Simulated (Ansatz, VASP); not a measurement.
## HfN in VASP and in Ansatz

```xyz
2
Lattice="0.0000 2.3321 2.5776 2.3321 0.0000 2.5776 2.3321 2.3321 0.0000" Properties=species:S:1:pos:R:3 pbc="T T T"
Hf    0.0000    0.0000    0.0000
N     3.4981    3.4981    3.8663
```

Change from the starting cell: strain -0.050 along x and y, +0.050 along z, atoms carried along.

Alike in both runs: task single point; functional PBEsol; k mesh 16 × 16 × 16; occupations gaussian, width 0.15 eV; no spin polarisation.

|  | VASP | Ansatz |
| --- | --- | --- |
| version | VASP 6.6.1 | Ansatz 0.2.0 |
| potentials or method | VASP PAW PBE potentials, release 64 (Hf_pv, N), cutoff 520 eV | scalar-relativistic, plane waves, PAW |
| valence electrons in the cell | 15 | 31 |

VASP gave:

* gap on the k mesh at the Fermi level (eV): none
* pressure (GPa): 4.6
* traceless stress, the component that is largest in VASP (GPa): -11.21

**Question.** Which values does Ansatz return?

**Answer.** gap on the k mesh at the Fermi level (eV): none; pressure (GPa): 5.4; traceless stress, the component that is largest in VASP (GPa): -11.20.

VASP's potentials were made for PBE, not for PBEsol. A gap of «none» marks a metal or a gap that the smearing closes. VASP's potentials hold 15 valence electrons a cell and Ansatz's 31, so a difference there can come from the potentials and not from the codes.

Spin-orbit coupling is off throughout.
